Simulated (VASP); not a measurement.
The system is WC.

```
W C
1.0
     0.00000    2.39204    2.39204
     2.39204    0.00000    2.39204
     2.39204    2.39204    0.00000
W C
1 1
Direct
  0.00000 0.00000 0.00000
  0.25000 0.25000 0.25000
```

| Quantity | Value |
| --- | --- |
| Program | VASP 6.6.1 |
| Task | relaxation of cell and atoms |
| Functional | PBE |
| Potentials or basis | VASP PAW PBE potentials, release 64 (W_sv, C) |
| Cutoff | 600 eV |
| k mesh | 8 × 8 × 8 |
| Occupations | gaussian, width 0.1 eV |
| Spin | no spin polarisation |

At the start: pressure -12.1 GPa; volume 13.69 Å³/atom.

Q: How do energy, volume and symmetry change on relaxing?

A: Over 3 steps the energy falls by 27.3 meV/atom and the volume is 13.02 Å³/atom (-4.9 %); space group F-43m (No. 216, to 0.05 Å).

The path:
```tsv
step	energy change (eV)	largest force (eV/Å)	pressure (GPa)	volume (Å³)
1	0.0000	0.0000	-12.14	27.37
2	0.1855	0.0000	33.17	23.47
3	-0.0545	0.0000	-0.46	26.04
```

Final structure:
```
CELL_PARAMETERS angstrom
0.00000 2.35264 2.35264
2.35264 0.00000 2.35264
2.35264 2.35264 0.00000
ATOMIC_POSITIONS crystal
W 0.00000 0.00000 0.00000
C 0.25000 0.25000 0.25000
```
